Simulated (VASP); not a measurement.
## Y2Tl: relaxation of the atoms with PBE

Y2Tl:

```
CELL_PARAMETERS angstrom
5.41650 0.00000 0.00000
-2.70825 4.69083 0.00000
0.00000 0.00000 6.74826
ATOMIC_POSITIONS crystal
Y 0.33330 0.66670 0.75000
Y 0.66660 0.33330 0.25000
Y 0.00000 0.00000 0.00000
Y 0.00000 0.00000 0.50000
Tl 0.33330 0.66670 0.25000
Tl 0.66660 0.33330 0.75000
```

* Program: VASP 6.6.1
* Task: relaxation of the atoms
* Functional: PBE
* Potentials or basis: VASP PAW PBE potentials, release 64 (Y_sv, Tl_d)
* Cutoff: 520 eV
* k mesh: 7 × 7 × 5
* Occupations: methfessel-paxton, width 0.0805 eV
* Spin: no spin polarisation
* Dipole correction: no
* Further INCAR settings: ALGO = Normal; EDIFF = 1e-07; IBRION = 2; EDIFFG = -0.01; NSW = 100

```yaml
Pressure_after_relaxing: 0.1 GPa
Band_gap_on_the_k_mesh: zero (bands 35 and 36 overlap by 0.52 eV)
```

Stress tensor (GPa, compression positive):
```
 0.22  0.00  0.00
 0.00  0.22  0.00
 0.00  0.00 -0.08
```

Final structure:
```
Y Tl
1.0
     5.41650    0.00000    0.00000
    -2.70825    4.69083    0.00000
     0.00000    0.00000    6.74826
Y Tl
4 2
Direct
  0.33330 0.66670 0.75000
  0.66660 0.33330 0.25000
  0.00000 0.00000 0.00000
  0.00000 0.00000 0.50000
  0.33330 0.66670 0.25000
  0.66660 0.33330 0.75000
```

Levels at points of the mesh, in eV from the Fermi level:
```csv
k point,band 31,band 32,band 33,band 34,band 35,band 36,band 37,band 38,band 39,band 40
"(0.00, 0.00, 0.00)",-1.99,-0.94,-0.77,-0.77,-0.26,-0.26,-0.05,-0.05,1.74,2.01
```

Wall time 2.7 min on 4 MPI ranks on Intel(R) Xeon(R) Platinum 8259CL CPU @ 2.50GHz (Skylake/Cascade Lake), on a shared host, peak memory 0.47 GiB a rank.

Caveat: spin-orbit coupling is left out, which moves the levels of the heavy elements.
